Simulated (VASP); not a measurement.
# Se (P4/nmm) in VASP: notebook

Runs on Se. Level: PBE. Tasks: relaxation of cell and atoms, single point.

Everything below comes from runs of VASP 6.6.1. Logs are shortened: lines on timing, memory, paths and dates and some standing lists are left out, and cuts for length are marked.

**1. The cell of the first run**

The structure is tetragonal, space group P4/nmm (No. 129). The conventional cell has a = 4.063 Å, b = 4.063 Å, c = 3.706 Å, α = 90.00°, β = 90.00°, γ = 90.00°. Se (site symmetry 4mm) has 14 Se at 3.26 to 4.06 Å within 4.3 Å.

The cell was generated, and may not be a known phase.

**2. Relaxation of cell and atoms, PBE**

INCAR

```
PREC     = Accurate       # precision mode
ENCUT    = 600            # plane-wave cutoff, eV
EDIFF    = 1E-7           # SCF threshold, eV
ISMEAR   = 0              # smearing method
SIGMA    = 0.1            # smearing width, eV
LREAL    = False          # projectors in reciprocal space
LASPH    = True           # aspherical terms in the spheres
NELM     = 80             # most SCF steps
ALGO     = Normal         # electronic algorithm
ISIF     = 3              # what is computed and relaxed
LWAVE    = False          # write WAVECAR
LCHARG   = False          # write CHGCAR
GGA      = PE             # functional
IBRION   = 2              # ionic algorithm
NSW      = 90             # ionic steps
EDIFFG   = -0.04          # ionic threshold
```

KPOINTS

```
regular mesh
0
Gamma
  4 4 6
```

POSCAR

```
Se
1.0
    4.0626829500      0.0000000000      0.0000000000
    0.0000000000      4.0626829500      0.0000000000
    0.0000000000      0.0000000000      3.7058759300
Se
2
Direct
    0.0000000000      0.5000000000      0.7932315200
    0.5000000000      0.0000000000      0.2067684800
```

Potentials or basis: VASP PAW PBE potentials, release 64 (Se).

Launch:

```console
> cat potpaw_PBE.64/Se/POTCAR > POTCAR
> mpirun -np 1 vasp_std > vasp.out
```

OUTCAR:

```text
PREC = Accurate
   ENCUT = 600
   EDIFF = 1E-7
   ISMEAR = 0
   LREAL = False
   LASPH = True
   NELM = 80
   ISIF = 3
   GGA = PE
   IBRION = 2
   NSW = 90
   EDIFFG = -0.04

 ion  position               nearest neighbor table
   1  0.000  0.500  0.793-
   2  0.500  0.000  0.207-

  LATTYP: Found a simple tetragonal cell.
 ALAT       =     4.0626829500
 C/A-ratio  =     0.9121745348

  Lattice vectors:

 A1 = (   4.0626829500,   0.0000000000,   0.0000000000)
 A2 = (   0.0000000000,   4.0626829500,   0.0000000000)
 A3 = (   0.0000000000,   0.0000000000,   3.7058759300)

Analysis of symmetry for initial positions (statically):
=====================================================================
 Subroutine PRICEL returns:
 Original cell was already a primitive cell.

 Routine SETGRP: Setting up the symmetry group for a
 simple tetragonal supercell.

 Subroutine GETGRP returns: Found 16 space group operations
 (whereof  8 operations were pure point group operations)
 out of a pool of 16 trial point group operations.

The static configuration has the point symmetry D_2d.
 The point group associated with its full space group is D_4h.

Analysis of symmetry for dynamics (positions and initial velocities):
=====================================================================
 Subroutine PRICEL returns:
 Original cell was already a primitive cell.

 Routine SETGRP: Setting up the symmetry group for a
 simple tetragonal supercell.

 Subroutine GETGRP returns: Found 16 space group operations
 (whereof  8 operations were pure point group operations)
 out of a pool of 16 trial point group operations.

The dynamic configuration has the point symmetry D_2d.
 The point group associated with its full space group is D_4h.

 Subroutine INISYM returns: Found 16 space group operations
 (whereof  8 operations are pure point group operations),
 and found     1 'primitive' translations

----------------------------------------------------------------------------------------

                                     Primitive cell

  volume of cell :      61.1669

  direct lattice vectors                    reciprocal lattice vectors
     4.062682950  0.000000000  0.000000000     0.246142761  0.000000000  0.000000000
     0.000000000  4.062682950  0.000000000     0.000000000  0.246142761  0.000000000
     0.000000000  0.000000000  3.705875930     0.000000000  0.000000000  0.269841738

  length of vectors
     4.062682950  4.062682950  3.705875930     0.246142761  0.246142761  0.269841738

  position of ions in fractional coordinates (direct lattice)
     0.000000000  0.500000000  0.793231520
     0.500000000  0.000000000  0.206768480

  ion indices of the primitive-cell ions
   primitive index   ion index
                 1           1
                 2           2

----------------------------------------------------------------------------------------

 KPOINTS: regular mesh

Automatic generation of k-mesh.
 Grid dimensions read from file:
 generate k-points for:    4    4    6

 Generating k-lattice:

  Cartesian coordinates                     Fractional coordinates (reciprocal lattice)
     0.061535690  0.000000000  0.000000000     0.250000000  0.000000000  0.000000000
     0.000000000  0.061535690  0.000000000     0.000000000  0.250000000  0.000000000
     0.000000000  0.000000000  0.044973623     0.000000000  0.000000000  0.166666667

  Length of vectors
     0.061535690  0.061535690  0.044973623

  Shift w.r.t. Gamma in fractional coordinates (k-lattice)
     0.000000000  0.000000000  0.000000000

 Subroutine IBZKPT returns following result:
 ===========================================

 Found     24 irreducible k-points:

 Following reciprocal coordinates:
            Coordinates               Weight
  0.000000  0.000000  0.000000      1.000000
  0.250000  0.000000  0.000000      4.000000
  0.500000  0.000000  0.000000      2.000000
  0.250000  0.250000  0.000000      4.000000
  0.500000  0.250000  0.000000      4.000000
  0.500000  0.500000  0.000000      1.000000
[... 16 lines left out ...]
  0.500000  0.250000  0.500000      4.000000
  0.500000  0.500000  0.500000      1.000000
   k-points           NKPTS =     24   k-points in BZ     NKDIM =     24   number of bands    NBANDS=     10
   number of dos      NEDOS =    301   number of ions     NIONS =      2
   total plane-waves  NPLWV =  30720
   dimension x,y,z NGX =    32 NGY =   32 NGZ =   30
   dimension x,y,z NGXF=    64 NGYF=   64 NGZF=   60
   ions per type =               2
   NGX,Y,Z   is equivalent  to a cutoff of  13.09, 13.09, 13.46 a.u.
   NGXF,Y,Z  is equivalent  to a cutoff of  26.19, 26.19, 26.92 a.u.
 SYSTEM =  unknown system
   PREC   = accura    normal or accurate (medium, high low for compatibility)
   ISTART =      0    job   : 0-new  1-cont  2-samecut
   ICHARG =      2    charge: 1-file 2-atom 10-const
   ISPIN  =      1    spin polarized calculation?
   LNONCOLLINEAR =      F non collinear calculations
   LSORBIT =      F    spin-orbit coupling
   LASPH  =      T    aspherical Exc in radial PAW
   ENCUT  =  600.0 eV  44.10 Ry    6.64 a.u.   8.11  8.11  7.40*2*pi/ulx,y,z
   NELM   =     80;   NELMIN=  2; NELMDL= -5     # of ELM steps
   EDIFF  = 0.1E-06   stopping-criterion for ELM
   LREAL  =      F    real-space projection
   EDIFFG = -.4E-01   stopping-criterion for IOM
   NSW    =     90    number of steps for IOM
   IBRION =      2    ionic relax: 0-MD 1-quasi-New 2-CG
   NFREE  =      1    steps in history (QN), initial steepest desc. (CG)
   ISIF   =      3    stress and relaxation
   ISYM   =      2    0-nonsym 1-usesym 2-fastsym
   POTIM  = 0.5000    time-step for ionic-motion
   TEBEG  =    0.0;   TEEND  =   0.0 temperature during run
   PSTRESS=    0.0 pullay stress
   NELECT =      12.0000    total number of electrons
   NUPDOWN=      -1.0000    fix difference up-down
   EMIN   =  10.00;   EMAX   =-10.00  energy-range for DOS
   EFERMI =   0.00;   METHOD = LEGACY
   ISMEAR =     0;   SIGMA  =   0.10  broadening in eV -4-tet -1-fermi 0-gaus
   EFERMI_NEDOS =   21; number of points for ismear=-14 and -15
   IALGO  =     38    algorithm
   IMIX   =      4    mixing-type and parameters
     AMIX     =   0.40;   BMIX     =  1.00
     AMIX_MAG =   1.60;   BMIX_MAG =  1.00
  volume/ion in A,a.u.               =      30.58       206.39
  Fermi-wavevector in a.u.,A,eV,Ry     =   0.951254  1.797609 12.311687  0.904883
  Thomas-Fermi vector in A             =   2.079707
   LORBIT       =      0    0 simple, 1 ext, 2 COOP (PROOUT), +10 PAW based schemes
   GGA     = PE    functional components
   LHFCALC =     F    Hartree Fock is set to
   AEXX    =    0.0000 exact exchange contribution
   IVDW    =     0    specifies the selected vdW correction
   LEPSILON=     F    determine dielectric tensor
   LRPA    =     F    only Hartree local field effects (RPA)
 conjugate gradient relaxation of ions
 non-spin polarized calculation
 Gauss-broadening in eV      SIGMA  =   0.10
  energy-cutoff  :      600.00
  volume of cell :       61.17
 maximum number of plane-waves:      2072
   NGX = 17   NGY = 17   NGZ = 15

--------------------------------------- Ionic step        1  -------------------------------------------

 number of electron      11.9999999 magnetization

 Free energy of the ion-electron system (eV)
  ---------------------------------------------------
  ext. energy  EPLUGINS =         0.00000000
  ---------------------------------------------------
  free energy    TOTEN  =        -4.86861850 eV

  energy without entropy =       -4.84168827  energy(sigma->0) =       -4.85515339

------------------------ aborting loop because EDIFF is reached ----------------------------------------

  FORCE on cell =-STRESS in cart. coord.  units (eV):
  Direction    XX          YY          ZZ          XY          YZ          ZX
  --------------------------------------------------------------------------------------
  -------------------------------------------------------------------------------------
  Total       -4.4676577     -4.4676577     -2.9044706      0.0000000      0.0000000      0.0000000
  in kB     -117.0236770   -117.0236770    -76.0783042      0.0000000      0.0000000      0.0000000
  external PRESSURE =    -103.3752194 kB  Pullay stress =       0.0000000 kB
[... 21 lines left out ...]
  energy  without entropy=       -4.8416882685  energy(sigma->0) =       -4.85515339

--------------------------------------- Ionic step        2  -------------------------------------------

 number of electron      11.9999999 magnetization

 E-fermi :   4.4344     XC(G=0): -10.0539

 val. band max:        4.4157415286   @ k =   0.2500   0.2500   0.3333
 cond. band min:       4.4575191662   @ k =   0.5000   0.2500   0.5000
 fundamental gap:      0.0417776376
 Fermi energy:         4.4343563950

 k-point     1 :       0.0000    0.0000    0.0000
  band No.  band energies     occupation
      1     -11.0901      2.00000
      2      -6.2077      2.00000
      3       1.0072      2.00000
      4       1.0072      2.00000
      5       2.2961      2.00000
      6       5.6872      0.00000
      7       6.8365      0.00000
      8       6.8365      0.00000
      9       8.5283      0.00000
     10      10.5233      0.00000
[... 362 lines left out ...]
  FREE ENERGIE OF THE ION-ELECTRON SYSTEM (eV)
  ---------------------------------------------------
  free  energy   TOTEN  =        -5.8992214890 eV

  energy  without entropy=       -5.8794451875  energy(sigma->0) =       -5.88933334

 E-fermi :   5.3074     XC(G=0): -10.1791

 val. band max:        5.2585514225   @ k =   0.2500   0.2500   0.5000
 cond. band min:       5.4503773472   @ k =   0.2500   0.0000   0.0000
 fundamental gap:      0.1918259247
 Fermi energy:         5.3074331266

 k-point     1 :       0.0000    0.0000    0.0000
  band No.  band energies     occupation
      1     -11.5987      2.00000
      2      -4.6749      2.00000
      3       1.4074      2.00000
      4       1.4074      2.00000
      5       2.5792      2.00000
      6       4.1990      2.00000
      7       8.8351      0.00000
      8       8.8351      0.00000
      9       9.0419      0.00000
     10      13.8262      0.00000
[... 287 lines left out ...]
 k-point    24 :       0.5000    0.5000    0.5000
  band No.  band energies     occupation
      1      -7.2300      2.00000
      2      -7.2300      2.00000
      3      -1.5696      2.00000
      4      -1.5696      2.00000
      5       2.1890      2.00000
      6       2.1890      2.00000
      7       4.6469      2.00000
      8       4.6469      2.00000
      9      17.7202      0.00000
     10      17.7202      0.00000

[... ionic steps 4 to 27 ...]

--------------------------------------- Ionic step       28  -------------------------------------------

 number of electron      12.0000000 magnetization

------------------------ aborting loop because EDIFF is reached ----------------------------------------

  FORCE on cell =-STRESS in cart. coord.  units (eV):
  Direction    XX          YY          ZZ          XY          YZ          ZX
  --------------------------------------------------------------------------------------
  -------------------------------------------------------------------------------------
  Total        0.0769091      0.0769091     -0.0787970      0.0000000      0.0000000      0.0000000
  in kB        2.0274984      2.0274984     -2.0772698      0.0000000      0.0000000      0.0000000
  external PRESSURE =       0.6592424 kB  Pullay stress =       0.0000000 kB
[... 57 lines left out ...]
  energy  without entropy=       -6.7735551966  energy(sigma->0) =       -6.77355520

--------------------------------------- Ionic step       30  -------------------------------------------

 number of electron      11.9999997 magnetization

 Free energy of the ion-electron system (eV)
  ---------------------------------------------------
  ext. energy  EPLUGINS =         0.00000000
  ---------------------------------------------------
  free energy    TOTEN  =        -6.77422366 eV

  energy without entropy =       -6.77422365  energy(sigma->0) =       -6.77422366

 E-fermi :   2.1027     XC(G=0):  -8.1049

 val. band max:        1.7431753968   @ k =   0.0000   0.0000   0.5000
 cond. band min:       2.4830395174   @ k =   0.5000   0.0000   0.0000
 fundamental gap:      0.7398641206
 Fermi energy:         2.1027332503

 k-point     1 :       0.0000    0.0000    0.0000
  band No.  band energies     occupation
      1     -14.0115      2.00000
      2      -8.0630      2.00000
      3      -2.0330      2.00000
      4      -2.0330      2.00000
      5      -0.9562      2.00000
      6       0.9911      2.00000
      7       5.0504      0.00000
      8       5.0504      0.00000
      9       6.1203      0.00000
     10       6.9515      0.00000
[... 326 lines left out ...]
  FREE ENERGIE OF THE ION-ELECTRON SYSTEM (eV)
  ---------------------------------------------------
  free  energy   TOTEN  =        -6.7742236578 eV

  energy  without entropy=       -6.7742236548  energy(sigma->0) =       -6.77422366

 reached required accuracy - stopping structural energy minimisation
```

Run time: 2.4 min. Hardware: 1 thread of Intel Xeon 6975P-C (Granite Rapids), shared host; peak memory 0.2 GiB.

Results:

- Free energy: -6.7742 eV
- Relaxed volume: 30.70 Å³/atom
- Relaxed cell: a = 3.565 Å, b = 3.565 Å, c = 4.830 Å, α = 90.00°, β = 90.00°, γ = 90.00°
- Space group after relaxing (to 0.1 Å): P4/nmm (No. 129)
- Energy gained by relaxing: 952.8 meV/atom
- Ionic steps: 30
- Pressure after relaxing: -0.1 GPa
- Largest force after relaxing: 0.019 eV/Å
- Band gap on the k mesh: 0.74 eV (least direct gap 1.65 eV)

Forces on the atoms (eV/Å):
```
Se   0.000  0.000  0.019
Se   0.000  0.000 -0.019
```

The path:
```csv
step,energy change (eV),largest force (eV/Å),pressure (GPa),volume (Å³)
1,0.0000,0.8890,-10.34,61.17
2,-0.9716,0.9952,-3.64,45.28
3,-1.0306,0.8733,1.22,42.04
4,-1.1676,1.0345,2.89,42.05
5,-1.3164,0.6992,12.72,41.78
6,-1.3310,0.8667,9.52,41.88
7,-1.3695,0.8368,9.39,42.33
8,-1.4913,0.8691,9.36,43.68
9,-1.6825,0.1593,9.27,46.44
10,-1.5622,1.5311,10.18,52.15
11,-1.6989,0.8940,9.77,48.83
12,-1.8244,0.7457,4.76,52.15
13,-1.8628,0.6366,1.41,55.17
14,-1.8637,0.6148,0.90,55.72
15,-1.8754,0.5052,0.74,55.79
16,-1.8960,0.1125,0.25,56.02
17,-1.8975,0.0382,0.07,56.11
18,-1.8975,0.0245,0.08,56.10
19,-1.8979,0.0231,0.15,56.16
20,-1.8989,0.0183,0.34,56.33
21,-1.8994,0.0078,0.75,56.66
22,-1.8995,0.0096,0.74,56.72
23,-1.9000,0.0151,0.70,56.89
24,-1.9008,0.0260,0.63,57.24
25,-1.9020,0.0477,0.50,57.94
26,-1.9036,0.0897,0.27,59.34
27,-1.9038,0.1669,-0.12,62.16
28,-1.9041,0.1270,0.07,60.78
29,-1.9049,0.0919,0.00,60.98
30,-1.9056,0.0192,-0.12,61.41
```

Final structure:
```
Se
1.0
     3.56550    0.00000    0.00000
     0.00000    3.56550    0.00000
     0.00000    0.00000    4.83032
Se
2
Cartesian
  0.0000 1.7827 4.4301
  1.7827 0.0000 0.4002
```

Caveat: a cell axis changed by over 15 % at a fixed basis, so the end point is rough; this functional lacks dispersion, which binds layers or chains, so the pressure and a relaxed spacing across them are unreliable. A k mesh can miss the band edges.

[end of part 1 of 2]

The gap in the log of VASP goes by the Fermi energy; the results here count the filled bands.